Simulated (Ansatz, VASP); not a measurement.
One calculation of Al, two programs

Contents of INCAR:

```
ALGO = Normal ; EDIFF = 1E-8
ENCUT = 520 ; GGA = PE
ISIF = 2 ; ISMEAR = -1
LASPH = True ; LCHARG = False
LEFG = True ; LREAL = False
LWAVE = False ; NBANDS = 8
NELM = 80 ; PREC = Accurate
SIGMA = 0.05
```

KPOINTS

```
k-points
0
Gamma
  14 14 14
```

Contents of POSCAR:

```
Al
1.0
    0.0000000000      2.0239800000      1.9835004000
    2.0239800000      0.0000000000      1.9835004000
    2.0239800000      2.0239800000      0.0000000000
Al
1
Direct
    0.0000000000      0.0000000000      0.0000000000
```

Input for Ansatz:

```yaml
crystal:
  lattice:
    - [0.0, 2.02398, 1.9835004]
    - [2.02398, 0.0, 1.9835004]
    - [2.02398, 2.02398, 0.0]
  atoms:
    - { symbol: Al, position: [0.0, 0.0, 0.0] }
kpoints:
  mp_grid: { grid: [14, 14, 14] }
scf:
  occupations: { method: fermi_dirac, width: 0.05 }
hamiltonian:
  xc: pbe
  pseudopotentials: { kind: paw }
output:
  forces: true
  stress: true
  eigenvalues: true
  efg: { contact_densities: true }
```

Change from the starting cell: zz strain of -2 %, PAW files.

Alike in both runs: task electric field gradients; functional PBE; k mesh 14 × 14 × 14; occupations fermi-dirac, width 0.05 eV; no spin polarisation.

|  | VASP | Ansatz |
| --- | --- | --- |
| version | VASP 6.6.1 | Ansatz 0.2.0 |
| potentials or method | VASP PAW PBE potentials, release 64 (Al) | PAW with Ansatz's default frozen-core files, scalar-relativistic |
| plane-wave cutoff (eV) | 520 | 420 |
| valence electrons in the cell | 3 | 3 |

```csv
,VASP,Ansatz,Ansatz less VASP
pressure (GPa),1.0,1.0,+0.04
"traceless stress, the component that is largest in VASP (GPa)",0.88,0.88,+0.001
size of Vzz on the site where it differs most (V/Å²),0.9,0.8,-0.11
```

With one functional, cell and mesh, what is left measures potentials, basis and numerics.
